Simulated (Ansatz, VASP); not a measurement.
# Sn: VASP beside Ansatz

```xyz
2
Lattice="-2.9401 2.9401 1.5993 2.9401 -2.9401 1.5993 2.9401 2.9401 -1.5993" Properties=species:S:1:pos:R:3 pbc="T T T"
Sn    0.0000    0.0000    0.0000
Sn    0.0000    2.9401    0.7997
```

Alike in both runs: task single point; functional PBE; k mesh 8 × 8 × 8; occupations fermi-dirac, width 0.05 eV; no spin polarisation.

```csv
,VASP,Ansatz
version,VASP 6.6.1,Ansatz 0.2.0
potentials or method,"VASP PAW PBE potentials, release 64 (Sn_d)",Ansatz PAW
plane-wave cutoff (eV),520,420
valence electrons in the cell,28,28
```

|  | VASP | Ansatz | Ansatz less VASP |
| --- | --- | --- | --- |
| gap on the k mesh at the Fermi level (eV) | none | none | - |
| pressure (GPa) | 1.4 | 1.4 | +0.06 |
| traceless stress, the component that is largest in VASP (GPa) | 0.91 | 0.92 | +0.003 |

A gap of «none» marks a metal or a gap that the smearing closes.
